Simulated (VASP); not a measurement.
# Cu (Fm-3m) in VASP: single point with PBE

Aim: the single point of Cu with PBE.

Program: VASP 6.6.1. These are calculated values, not measurements. Logs are shortened: lines on timing, memory, paths and dates and some standing lists are left out, and cuts for length are marked.

## (1) The cell of the first run

It takes space group Fm-3m (No. 225, cubic). The conventional cell has a = 3.630 Å, b = 3.630 Å, c = 3.630 Å, α = 90.00°, β = 90.00°, γ = 90.00°. Within 3.4 Å of Cu (site symmetry m-3m) lie 12 Cu at 2.57 Å.

## (2) Single point, PBE

INCAR

```
SYSTEM = Cu
PREC = Accurate
ENCUT = 520
EDIFF = 1E-6
ISMEAR = 0
SIGMA = 0.1
LREAL = Auto
LASPH = .True.
NELM = 80
ALGO = Normal
ISIF = 2
LWAVE = .False.
LCHARG = .False.
GGA = PE
NBANDS = 102
```

KPOINTS

```
regular mesh
0
Gamma
  5 5 5
  0 0 0
```

POSCAR

```
Cu
1.0
    3.6298028101      3.6298028101     -3.6298028101
   -3.6298028101     -3.6298028101     -3.6298028101
   -3.6298028101      3.6298028101      3.6298028101
Cu
16
Direct
    0.2500000000      0.7500000000      0.0000000000
    0.5000000000      0.5000000000      0.0000000000
    0.7500000000      0.2500000000      0.0000000000
    0.7500000000      0.7500000000      0.5000000000
    0.0000000000      0.7500000000      0.2500000000
    0.2500000000      0.5000000000      0.2500000000
    0.5000000000      0.2500000000      0.2500000000
    0.7500000000      0.0000000000      0.2500000000
    0.0000000000      0.0000000000      0.0000000000
    0.5000000000      0.7500000000      0.7500000000
    0.7500000000      0.5000000000      0.7500000000
    0.0000000000      0.5000000000      0.5000000000
    0.2500000000      0.2500000000      0.5000000000
    0.5000000000      0.0000000000      0.5000000000
    0.0000000000      0.2500000000      0.7500000000
    0.2500000000      0.0000000000      0.7500000000
```

Potentials or basis: VASP PAW PBE potentials, release 64 (Cu).

Started as:

```bash
$ cat potpaw_PBE.64/Cu/POTCAR > POTCAR
$ mpirun -np 1 vasp_std > vasp.out
```

OUTCAR:

```text
SYSTEM = Cu
   PREC = Accurate
   ENCUT = 520
   EDIFF = 1E-6
   ISMEAR = 0
   LREAL = Auto
   LASPH = .True.
   NELM = 80
   ISIF = 2
   GGA = PE

 ion  position               nearest neighbor table
   1  0.250  0.750  0.000-   2 2.57   5 2.57   6 2.57   7 2.57   8 2.57   9 2.57  10 2.57  14 2.57
                            16 2.57  12 2.57  15 2.57  11 2.57
   2  0.500  0.500  0.000-   1 2.57   3 2.57   4 2.57   5 2.57   6 2.57   7 2.57   8 2.57  10 2.57
                            11 2.57  13 2.57  16 2.57  15 2.57
   3  0.750  0.250  0.000-   2 2.57   5 2.57   6 2.57   7 2.57   8 2.57   9 2.57  11 2.57  12 2.57
                            15 2.57  14 2.57  10 2.57  16 2.57
   4  0.750  0.750  0.500-   5 2.57   8 2.57   9 2.57  10 2.57  11 2.57  12 2.57  14 2.57  15 2.57
                            16 2.57   2 2.57   7 2.57   6 2.57
   5  0.000  0.750  0.250-   1 2.57   4 2.57   6 2.57   8 2.57   9 2.57  12 2.57  13 2.57  14 2.57
                            16 2.57  11 2.57   3 2.57   2 2.57
   6  0.250  0.500  0.250-   1 2.57   2 2.57   4 2.57   5 2.57   7 2.57  10 2.57  12 2.57  13 2.57
                            14 2.57  15 2.57   9 2.57   3 2.57
   7  0.500  0.250  0.250-   2 2.57   3 2.57   4 2.57   6 2.57   8 2.57  11 2.57  12 2.57  13 2.57
                            14 2.57  16 2.57   1 2.57   9 2.57
   8  0.750  0.000  0.250-   3 2.57   4 2.57   5 2.57   7 2.57   9 2.57  12 2.57  13 2.57  14 2.57
                            15 2.57  10 2.57   2 2.57   1 2.57
   9  0.000  0.000  0.000-   1 2.57   3 2.57   5 2.57   6 2.57   7 2.57   8 2.57  13 2.57  15 2.57
                            16 2.57   4 2.57  11 2.57  10 2.57
  10  0.500  0.750  0.750-   1 2.57   2 2.57   3 2.57   4 2.57   8 2.57   9 2.57  11 2.57  14 2.57
                            16 2.57   6 2.57  13 2.57  12 2.57
  11  0.750  0.500  0.750-   1 2.57   2 2.57   3 2.57   4 2.57   5 2.57   9 2.57  10 2.57  12 2.57
                            15 2.57   7 2.57  14 2.57  13 2.57
  12  0.000  0.500  0.500-   1 2.57   4 2.57   5 2.57   6 2.57  10 2.57  11 2.57  13 2.57  15 2.57
                            16 2.57   3 2.57   8 2.57   7 2.57
  13  0.250  0.250  0.500-   2 2.57   6 2.57   7 2.57  10 2.57  11 2.57  12 2.57  14 2.57  15 2.57
                            16 2.57   9 2.57   5 2.57   8 2.57
  14  0.500  0.000  0.500-   3 2.57   4 2.57   7 2.57   8 2.57  10 2.57  11 2.57  13 2.57  15 2.57
                            16 2.57   1 2.57   6 2.57   5 2.57
  15  0.000  0.250  0.750-   1 2.57   2 2.57   3 2.57   6 2.57   9 2.57  11 2.57  12 2.57  13 2.57
                            16 2.57   8 2.57   4 2.57  14 2.57
  16  0.250  0.000  0.750-   1 2.57   2 2.57   3 2.57   7 2.57   9 2.57  10 2.57  13 2.57  14 2.57
                            15 2.57   5 2.57  12 2.57   4 2.57

  LATTYP: Found a body centered cubic cell.
 ALAT       =     7.2596056202

  Lattice vectors:

 A1 = (   3.6298028101,   3.6298028101,  -3.6298028101)
 A2 = (  -3.6298028101,  -3.6298028101,  -3.6298028101)
 A3 = (  -3.6298028101,   3.6298028101,   3.6298028101)

Analysis of symmetry for initial positions (statically):
=====================================================================
 Subroutine PRICEL returns following result:

  LATTYP: Found a face centered cubic cell.
 ALAT       =     3.6298028101

  Lattice vectors:

 A1 = (  -1.8149014051,  -1.8149014051,   0.0000000000)
 A2 = (  -0.0000000000,  -1.8149014051,   1.8149014051)
 A3 = (  -1.8149014051,  -0.0000000000,   1.8149014051)

  16 primitive cells build up your supercell.

 Routine SETGRP: Setting up the symmetry group for a
 body centered cubic supercell.

 Subroutine GETGRP returns: Found 48 space group operations
 (whereof 48 operations were pure point group operations)
 out of a pool of 48 trial point group operations.

The static configuration has the point symmetry O_h .

Analysis of symmetry for dynamics (positions and initial velocities):
=====================================================================
 Subroutine PRICEL returns following result:

  LATTYP: Found a face centered cubic cell.
 ALAT       =     3.6298028101

  Lattice vectors:

 A1 = (  -1.8149014051,  -1.8149014051,   0.0000000000)
 A2 = (  -0.0000000000,  -1.8149014051,   1.8149014051)
 A3 = (  -1.8149014051,  -0.0000000000,   1.8149014051)

  16 primitive cells build up your supercell.

 Routine SETGRP: Setting up the symmetry group for a
 body centered cubic supercell.

 Subroutine GETGRP returns: Found 48 space group operations
 (whereof 48 operations were pure point group operations)
 out of a pool of 48 trial point group operations.

The dynamic configuration has the point symmetry O_h .
[... 33 lines left out ...]

 Generating k-lattice:

  Cartesian coordinates                     Fractional coordinates (reciprocal lattice)
     0.000000000  0.027549706 -0.027549706     0.200000000  0.000000000  0.000000000
    -0.027549706  0.000000000 -0.027549706     0.000000000  0.200000000  0.000000000
    -0.027549706  0.027549706  0.000000000     0.000000000  0.000000000  0.200000000

  Length of vectors
     0.038961168  0.038961168  0.038961168

  Shift w.r.t. Gamma in fractional coordinates (k-lattice)
     0.000000000  0.000000000  0.000000000

 Subroutine IBZKPT returns following result:
 ===========================================

 Found     10 irreducible k-points:

 Following reciprocal coordinates:
            Coordinates               Weight
  0.000000  0.000000  0.000000      1.000000
  0.200000  0.000000  0.000000     12.000000
  0.400000  0.000000  0.000000     12.000000
  0.200000  0.200000  0.000000     24.000000
  0.400000  0.200000  0.000000     24.000000
  0.200000  0.200000  0.200000      8.000000
 -0.200000  0.200000  0.200000      6.000000
 -0.400000  0.400000  0.200000     24.000000
 -0.400000 -0.400000  0.200000      8.000000
 -0.400000  0.400000  0.400000      6.000000
   k-points           NKPTS =     10   k-points in BZ     NKDIM =     10   number of bands    NBANDS=    102
   number of dos      NEDOS =    301   number of ions     NIONS =     16
   total plane-waves  NPLWV = 110592
   dimension x,y,z NGX =    48 NGY =   48 NGZ =   48
   dimension x,y,z NGXF=    96 NGYF=   96 NGZF=   96
   ions per type =              16
   NGX,Y,Z   is equivalent  to a cutoff of  12.69, 12.69, 12.69 a.u.
   NGXF,Y,Z  is equivalent  to a cutoff of  25.39, 25.39, 25.39 a.u.
 SYSTEM =  Cu
   PREC   = accura    normal or accurate (medium, high low for compatibility)
   ISTART =      0    job   : 0-new  1-cont  2-samecut
   ICHARG =      2    charge: 1-file 2-atom 10-const
   ISPIN  =      1    spin polarized calculation?
   LNONCOLLINEAR =      F non collinear calculations
   LSORBIT =      F    spin-orbit coupling
   LASPH  =      T    aspherical Exc in radial PAW
   ENCUT  =  520.0 eV  38.22 Ry    6.18 a.u.  11.69 11.69 11.69*2*pi/ulx,y,z
   NELM   =     80;   NELMIN=  2; NELMDL= -5     # of ELM steps
   EDIFF  = 0.1E-05   stopping-criterion for ELM
   LREAL  =      T    real-space projection
   EDIFFG = 0.1E-04   stopping-criterion for IOM
   NSW    =      0    number of steps for IOM
   IBRION =     -1    ionic relax: 0-MD 1-quasi-New 2-CG
   NFREE  =      0    steps in history (QN), initial steepest desc. (CG)
   ISIF   =      2    stress and relaxation
   ISYM   =      2    0-nonsym 1-usesym 2-fastsym
   POTIM  = 0.5000    time-step for ionic-motion
   TEBEG  =    0.0;   TEEND  =   0.0 temperature during run
   PSTRESS=    0.0 pullay stress
   NELECT =     176.0000    total number of electrons
   NUPDOWN=      -1.0000    fix difference up-down
   EMIN   =  10.00;   EMAX   =-10.00  energy-range for DOS
   EFERMI =   0.00;   METHOD = LEGACY
   ISMEAR =     0;   SIGMA  =   0.10  broadening in eV -4-tet -1-fermi 0-gaus
   EFERMI_NEDOS =   21; number of points for ismear=-14 and -15
   IALGO  =     38    algorithm
   IMIX   =      4    mixing-type and parameters
     AMIX     =   0.40;   BMIX     =  1.00
     AMIX_MAG =   1.60;   BMIX_MAG =  1.00
  volume/ion in A,a.u.               =      11.96        80.68
  Fermi-wavevector in a.u.,A,eV,Ry     =   1.592243  3.008903 34.494005  2.535238
  Thomas-Fermi vector in A             =   2.690658
   LORBIT       =      0    0 simple, 1 ext, 2 COOP (PROOUT), +10 PAW based schemes
   GGA     = PE    functional components
   LHFCALC =     F    Hartree Fock is set to
   AEXX    =    0.0000 exact exchange contribution
   IVDW    =     0    specifies the selected vdW correction
   LEPSILON=     F    determine dielectric tensor
   LRPA    =     F    only Hartree local field effects (RPA)
 non-spin polarized calculation
 Gauss-broadening in eV      SIGMA  =   0.10
  energy-cutoff  :      520.00
  volume of cell :      191.30
 maximum number of plane-waves:      5233
   NGX = 23   NGY = 23   NGZ = 23

 number of electron     175.9999749 magnetization

 Free energy of the ion-electron system (eV)
  ---------------------------------------------------
  ext. energy  EPLUGINS =         0.00000000
  ---------------------------------------------------
  free energy    TOTEN  =       -59.67333659 eV

  energy without entropy =      -59.65080998  energy(sigma->0) =      -59.66207329

 E-fermi :   7.4265     XC(G=0): -12.6547

 val. band max:        7.3292677486   @ k =  -0.4000  -0.4000   0.2000
 cond. band min:       7.4551846819   @ k =   0.4000   0.0000   0.0000
 fundamental gap:      0.1259169333
 Fermi energy:         7.4264536330

 k-point     1 :       0.0000    0.0000    0.0000
  band No.  band energies     occupation
      1      -1.8241      2.00000
      2       2.6280      2.00000
      3       2.6280      2.00000
      4       2.6280      2.00000
      5       2.7983      2.00000
      6       2.7983      2.00000
[... 1019 lines left out ...]
     99      12.3513      0.00000
    100      12.3513      0.00000
 [bands above 100 left out]

------------------------ aborting loop because EDIFF is reached ----------------------------------------

  FORCE on cell =-STRESS in cart. coord.  units (eV):
  Direction    XX          YY          ZZ          XY          YZ          ZX
  --------------------------------------------------------------------------------------
  -------------------------------------------------------------------------------------
  Total        0.6637655      0.6637655      0.6637655     -0.0000000     -0.0000000      0.0000000
  in kB        5.5592500      5.5592500      5.5592500     -0.0000000     -0.0000000      0.0000000
  external PRESSURE =       5.5592500 kB  Pullay stress =       0.0000000 kB

 VOLUME and BASIS-vectors are now :
 -----------------------------------------------------------------------------
  energy-cutoff  :      520.00
  volume of cell :      191.30
      direct lattice vectors                 reciprocal lattice vectors
     3.629802810  3.629802810 -3.629802810     0.000000000  0.137748530 -0.137748530
    -3.629802810 -3.629802810 -3.629802810    -0.137748530  0.000000000 -0.137748530
    -3.629802810  3.629802810  3.629802810    -0.137748530  0.137748530  0.000000000

 POSITION                                       TOTAL-FORCE (eV/Angst)
 -----------------------------------------------------------------------------------
     -1.81490     -1.81490     -3.62980        -0.000000      0.000000      0.000000
      0.00000      0.00000     -3.62980        -0.000000      0.000000     -0.000000
      1.81490      1.81490     -3.62980        -0.000000     -0.000000     -0.000000
     -1.81490      1.81490     -3.62980        -0.000000     -0.000000     -0.000000
     -3.62980     -1.81490     -1.81490         0.000000     -0.000000     -0.000000
     -1.81490      0.00000     -1.81490         0.000000     -0.000000     -0.000000
[... 8 lines left out ...]
     -3.62980      1.81490      1.81490        -0.000000     -0.000000     -0.000000
     -1.81490      3.62980      1.81490        -0.000000      0.000000     -0.000000
 -----------------------------------------------------------------------------------
    total drift:                                0.000000      0.000000     -0.000000

  FREE ENERGIE OF THE ION-ELECTRON SYSTEM (eV)
  ---------------------------------------------------
  free  energy   TOTEN  =       -59.6733365912 eV

  energy  without entropy=      -59.6508099848  energy(sigma->0) =      -59.66207329
```

Run time: 4 min. Hardware: 1 thread of Intel Xeon Platinum 8488C (Sapphire Rapids), shared host; peak memory 0.4 GiB.

What came out:

```yaml
Free_energy: -59.6733 eV
Pressure: 0.6 GPa
Band_gap_on_the_k_mesh: zero (band 88 reaches 7.76 eV, above the bottom of band 89 at 6.69 eV)
```
